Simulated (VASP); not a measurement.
Write the native input for VASP 6.6.1 that does the following.

| Quantity | Value |
| --- | --- |
| Task | single point |
| Functional | PBE |
| Potentials or basis | VASP PAW PBE potentials, release 64 (O) |
| Cutoff | 520 eV |
| k mesh | 12 × 12 × 12 |
| Occupations | fermi-dirac, width 0.05 eV |
| Spin | no spin polarisation |
| Dipole correction | no |
| Further INCAR settings | ALGO = Normal; EDIFF = 1e-06; NBANDS = 13 |

The structure of O lies in POSCAR:

```
O
1.0
    0.0000000000      1.8898850000      3.8988370000
    1.5017730000      0.0000000000      3.8988370000
    1.5017730000      1.8898850000      0.0000000000
O
2
Direct
    0.5789020000      0.5789020000      0.4210980000
    0.4210980000      0.4210980000      0.5789020000
```

The input as run:

INCAR

```
ALGO     = Normal         # electronic algorithm
EDIFF    = 1E-6           # SCF threshold, eV
ENCUT    = 520            # plane-wave cutoff, eV
GGA      = PE             # functional
ISIF     = 2              # what is computed and relaxed
ISMEAR   = -1             # smearing method
LASPH    = T              # aspherical terms in the spheres
LCHARG   = T              # write CHGCAR
LELF     = T              # ELF
LREAL    = F              # projectors in reciprocal space
LVHAR    = T            
LWAVE    = F              # write WAVECAR
NBANDS   = 13             # bands
NELM     = 80             # most SCF steps
PREC     = Accurate       # precision mode
SIGMA    = 0.05           # smearing width, eV
```

KPOINTS

```
k-points
0
Gamma
  12 12 12
```

Potentials or basis: VASP PAW PBE potentials, release 64 (O).

Run with:

```console
$ cat potpaw_PBE.64/O/POTCAR > POTCAR
$ mpirun -np 1 vasp_std > vasp.out
```

Results of the run:

The pressure is 0.8 GPa. The largest force is 0.122 eV/Å and the band gap on the k mesh is zero (bands 6 and 7 overlap by 1.95 eV).

Caveat: the standard files for N, O and F lose accuracy on very short bonds; spin is off for a triplet molecule; this functional lacks dispersion, which holds the molecules together, so the pressure and a relaxed volume are unreliable.

Run time: 58 s on 1 thread of Intel Xeon 8259CL, on a shared host, peak memory 0.19 GiB.
